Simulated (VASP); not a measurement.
# Br (Cmce) in VASP: further runs, part 2 of 2

VASP 6.6.1. Earlier steps stand in the parts before.

## (4) Single point, r2SCAN (35.13 Å³/atom)

POSCAR reads:

```
Br
1.0
    3.6967660130     -2.1524198060      0.0000000000
    3.6967660130      2.1524198060      0.0000000000
    0.0000000000      0.0000000000      8.8296004394
Br
4
Direct
    0.8637823571      0.1362176429      0.1152199216
    0.6362176429      0.3637823571      0.6152199216
    0.1362176429      0.8637823571      0.8847800784
    0.3637823571      0.6362176429      0.3847800784
```

INCAR.step1 reads:

```
SYSTEM = Br
PREC = Accurate
ENCUT = 520
ISMEAR = 0
SIGMA = 0.02
LREAL = .False.
LASPH = .True.
NELM = 100
NBANDS = 22
GGA = PE
ALGO = Normal
EDIFF = 1E-4
LWAVE = .True.
LCHARG = .False.
```

INCAR.step2 reads:

```
SYSTEM = Br
PREC = Accurate
ENCUT = 520
EDIFF = 1E-7
ISMEAR = 0
SIGMA = 0.02
LREAL = .False.
LASPH = .True.
NELM = 100
ALGO = Normal
ISIF = 2
LWAVE = .False.
LCHARG = .False.
METAGGA = R2SCAN
LMIXTAU = .True.
NBANDS = 22
ISTART = 1
```

KPOINTS reads:

```
regular mesh
0
Gamma
  8 8 4
  0 0 0
```

Potentials or basis: VASP PAW PBE potentials, release 64 (Br).

Started as:

```
$ cat potpaw_PBE.64/Br/POTCAR > POTCAR
$ cp INCAR.step1 INCAR
$ mpirun -np 1 vasp_std > vasp.out
$ cp INCAR.step2 INCAR
$ mpirun -np 1 vasp_std > vasp.out
```

OUTCAR:

```text
SYSTEM = Br
   PREC = Accurate
   ENCUT = 520
   EDIFF = 1E-7
   ISMEAR = 0
   LREAL = .False.
   LASPH = .True.
   NELM = 100
   ISIF = 2
   METAGGA = R2SCAN
   ISTART = 1

 ion  position               nearest neighbor table
   1  0.864  0.136  0.115-   3 2.35
   2  0.636  0.364  0.615-   4 2.35
   3  0.136  0.864  0.885-   1 2.35
   4  0.364  0.636  0.385-   2 2.35

  LATTYP: Found a base centered orthorhombic cell.
 ALAT       =     4.3048396120
 B/A-ratio  =     1.7174930293
[... 798 lines left out ...]

  FORCE on cell =-STRESS in cart. coord.  units (eV):
  Direction    XX          YY          ZZ          XY          YZ          ZX
  --------------------------------------------------------------------------------------
  -------------------------------------------------------------------------------------
  Total       -0.3160187     -0.3770638     -0.3793495      0.0000000      0.0000000      0.0000000
  in kB       -3.6033246     -4.2993766     -4.3254376      0.0000000      0.0000000      0.0000000
  external PRESSURE =      -4.0760463 kB  Pullay stress =       0.0000000 kB

 VOLUME and BASIS-vectors are now :
 -----------------------------------------------------------------------------
  energy-cutoff  :      520.00
  volume of cell :      140.51
      direct lattice vectors                 reciprocal lattice vectors
     3.696766013 -2.152419806  0.000000000     0.135253353 -0.232296692  0.000000000
     3.696766013  2.152419806  0.000000000     0.135253353  0.232296692  0.000000000
     0.000000000  0.000000000  8.829600439     0.000000000  0.000000000  0.113255408

 POSITION                                       TOTAL-FORCE (eV/Angst)
 -----------------------------------------------------------------------------------
      3.69677     -1.56602      1.01735         0.000000     -0.000132      0.002641
      3.69677     -0.58640      5.43215         0.000000      0.000132      0.002641
      3.69677      1.56602      7.81225         0.000000      0.000132     -0.002641
      3.69677      0.58640      3.39745         0.000000     -0.000132     -0.002641
 -----------------------------------------------------------------------------------
    total drift:                               -0.000000     -0.000000     -0.000000

  FREE ENERGIE OF THE ION-ELECTRON SYSTEM (eV)
  ---------------------------------------------------
  free  energy   TOTEN  =       -53.0189484629 eV

  energy  without entropy=      -53.0189484629  energy(sigma->0) =      -53.01894846
```

OUTCAR.step1:

```text
SYSTEM = Br
   PREC = Accurate
   ENCUT = 520
   ISMEAR = 0
   LREAL = .False.
   LASPH = .True.
   NELM = 100
[... 831 lines left out ...]
      3.69677     -0.58640      5.43215         0.000000     -0.131281      0.294647
      3.69677      1.56602      7.81225         0.000000     -0.131281     -0.294647
      3.69677      0.58640      3.39745         0.000000      0.131281     -0.294647
 -----------------------------------------------------------------------------------
    total drift:                               -0.000000     -0.000000     -0.000000

  FREE ENERGIE OF THE ION-ELECTRON SYSTEM (eV)
  ---------------------------------------------------
  free  energy   TOTEN  =        -6.5221931752 eV

  energy  without entropy=       -6.5221931752  energy(sigma->0) =       -6.52219318
```

OSZICAR.step1:

```text
N       E                     dE             d eps       ncg     rms          rms(c)
DAV:   1     0.178288327611E+03    0.17829E+03   -0.11284E+04  2772   0.105E+03
DAV:   2     0.750480412044E+01   -0.17078E+03   -0.16558E+03  3908   0.183E+02
DAV:   3    -0.675375948611E+01   -0.14259E+02   -0.14206E+02  3494   0.602E+01
DAV:   4    -0.691013106231E+01   -0.15637E+00   -0.15632E+00  3482   0.757E+00
DAV:   5    -0.691155351329E+01   -0.14225E-02   -0.14224E-02  3518   0.713E-01    0.105E+01
DAV:   6    -0.662641768980E+01    0.28514E+00   -0.20112E-01  3378   0.230E+00    0.691E+00
DAV:   7    -0.653070745030E+01    0.95710E-01   -0.45228E-01  3210   0.340E+00    0.593E-01
DAV:   8    -0.652213716942E+01    0.85703E-02   -0.51283E-02  3048   0.118E+00    0.290E-01
DAV:   9    -0.652219317525E+01   -0.56006E-04   -0.95960E-04  3432   0.188E-01
   1 F= -.65221932E+01 E0= -.65221932E+01  d E =-.334620E-11
```

Run time: 9.2 min. Hardware: 1 thread of AMD EPYC 7R13 (Zen 3), shared host; peak memory 0.32 GiB.

Results:

```
Free energy            : -53.0189 eV
Pressure               : -0.4 GPa
Band gap on the k mesh : 1.69 eV
```

Forces on the atoms (eV/Å):
```
Br   0.000  0.000  0.003
Br   0.000  0.000  0.003
Br   0.000  0.000 -0.003
Br   0.000  0.000 -0.003
```

Levels at points of the mesh, in eV from the valence-band top:
| k point | band 10 | band 11 | band 12 | band 13 | band 14 | band 15 | band 16 | band 17 | band 18 | band 19 |
| --- | --- | --- | --- | --- | --- | --- | --- | --- | --- | --- |
| (0.00, 0.00, 0.00) | -1.75 | -1.17 | -0.42 | -0.40 | 0.00 | 1.69 | 2.68 | 6.27 | 7.04 | 7.80 |
| (0.50, 0.00, 0.00) | -2.20 | -1.10 | -1.10 | -0.52 | -0.52 | 2.63 | 2.63 | 7.48 | 7.48 | 9.55 |
| (0.50, 0.50, 0.00) | -2.09 | -1.56 | -1.28 | -0.48 | -0.19 | 1.72 | 2.54 | 7.74 | 8.22 | 8.77 |
| (0.00, 0.00, 0.50) | -1.88 | -0.97 | -0.97 | -0.18 | -0.18 | 2.09 | 2.09 | 6.86 | 6.86 | 8.59 |
| (0.50, 0.00, 0.50) | -2.26 | -0.67 | -0.67 | -0.12 | -0.12 | 2.17 | 2.17 | 7.79 | 7.79 | 8.93 |
| (0.50, 0.50, 0.50) | -2.07 | -1.05 | -1.05 | -0.78 | -0.78 | 2.06 | 2.06 | 8.60 | 8.60 | 9.44 |

Caveat: the PAW data sets were made with another functional, which shifts forces and pressure a little.

## (5) The runs side by side

```csv
task,cell,cutoff (eV),gap on the mesh (eV),pressure (GPa),largest force (eV/Å)
relaxation of shape and atoms at fixed volume,"relaxed from a = 4.248, b = 4.248, c = 8.888 Å, angles 90.0, 90.0, 61.2°, 4 atoms, atomic positions A",600,1.70,-0.4,0.01
single point,"a = 4.207, b = 4.207, c = 8.803 Å, angles 90.0, 90.0, 61.2°, 4 atoms, atomic positions A",520,1.68,-0.3,0.01
single point,"a = 4.278, b = 4.278, c = 8.830 Å, angles 90.0, 90.0, 60.4°, 4 atoms, atomic positions B",520,1.69,-0.4,-
```

Alike in all rows: level r2SCAN; potentials or basis VASP PAW PBE potentials, release 64 (Br); no spin polarisation; k mesh 8 × 8 × 4; smearing gaussian 0.02 eV.

Caveats: the PAW data sets were made with another functional, which shifts forces and pressure a little.

Absolute energies hang on the potentials; compare differences alone.
